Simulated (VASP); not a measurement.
Write the native input for VASP 6.6.1 that does the following.

| Property | Result |
| --- | --- |
| Task | relaxation of cell and atoms |
| Functional | LDA |
| Potentials or basis | VASP PAW LDA potentials, release 64 (Te, Be) |
| Cutoff | 600 eV |
| k mesh | 8 × 8 × 8 |
| Occupations | fermi-dirac, width 0.05 eV |
| Spin | no spin polarisation |
| Target pressure | 10 GPa |
| Dipole correction | no |
| Further INCAR settings | ALGO = Normal; EDIFF = 1e-06; IBRION = 2; EDIFFG = -0.02; NSW = 80; ISIF = 3 |

The structure of BeTe lies in POSCAR:

```
BeTe
1.0
    0.0000000000      2.7700000000      2.7700000000
    2.7700000000      0.0000000000      2.7700000000
    2.7700000000      2.7700000000      0.0000000000
Te Be
1 1
Direct
    0.7500000000      0.7500000000      0.7500000000
    0.0000000000      0.0000000000      0.0000000000
```

One way to write it, as run:

INCAR

```
SYSTEM = BeTe
  ALGO = Normal
  EDIFF = 1E-6
  EDIFFG = -0.02
  ENCUT = 600
  IBRION = 2
  ISIF = 3
  ISMEAR = -1
  LASPH = .TRUE.
  LCHARG = .FALSE.
  LREAL = .FALSE.
  LWAVE = .FALSE.
  NELM = 80
  NSW = 80
  PREC = Accurate
  PSTRESS = 100.0
  SIGMA = 0.05
```

KPOINTS

```
k-points
0
G
  8 8 8
  0 0 0
```

Potentials or basis: VASP PAW LDA potentials, release 64 (Te, Be).

Command:

```sh
$ cat potpaw_LDA.64/Te/POTCAR potpaw_LDA.64/Be/POTCAR > POTCAR
$ mpirun -np 1 vasp_std > vasp.out
```

It gave:

```
Relaxed volume                                         : 19.04 Å³/atom
Relaxed cell                                           : a = 3.776 Å, b = 3.776 Å, c = 3.776 Å, α = 60.00°, β = 60.00°, γ = 60.00°
Space group after relaxing (to 0.05 Å)                 : F-43m (No. 216)
Energy change on relaxing (the enthalpy is what falls) : +68.7 meV/atom
Ionic steps                                            : 3
Pressure after relaxing                                : 9.9 GPa
Band gap on the k mesh                                 : 1.45 eV, indirect (least direct gap 3.42 eV)
```

Caveat: the cell is relaxed towards a set pressure, so the enthalpy falls and the energy may rise; spin-orbit coupling is left out, which moves the levels of the heavy elements.

Wall time 40 s on 1 thread of Intel Xeon 8259CL (shared host), peak memory 0.17 GiB.
